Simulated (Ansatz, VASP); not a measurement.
## Two plane-wave programs on Hf

```
Hf
1.0
    -1.89525    1.89525    1.80500
     1.89525   -1.89525    1.80500
     1.89525    1.89525   -1.80500
Hf
1
Cartesian
  0.0000 0.0000 0.0000
```

Change from the starting cell: strain +0.050 along x and y, +0.000 along z, atoms carried along.

Alike in both runs: task single point; functional PBEsol; k mesh 18 × 18 × 18; occupations gaussian, width 0.15 eV; no spin polarisation.

```csv
,VASP,Ansatz
version,VASP 6.6.1,Ansatz 0.2.0
potentials or method,"VASP PAW PBE potentials, release 64 (Hf_pv), cutoff 520 eV","scalar-relativistic, plane waves, PAW"
valence electrons in the cell,10,26
```

|  | VASP | Ansatz | Ansatz less VASP |
| --- | --- | --- | --- |
| gap on the k mesh at the Fermi level (eV) | none | none | - |
| pressure (GPa) | -15.3 | -15.0 | +0.33 |
| traceless stress, the component that is largest in VASP (GPa) | -1.83 | -1.81 | +0.019 |

VASP's potentials were made for PBE, not for PBEsol. A gap of «none» marks a metal or a gap that the smearing closes. VASP's potentials hold 10 valence electrons a cell and Ansatz's 26, so a difference there can come from the potentials and not from the codes.

Spin-orbit coupling is off throughout.
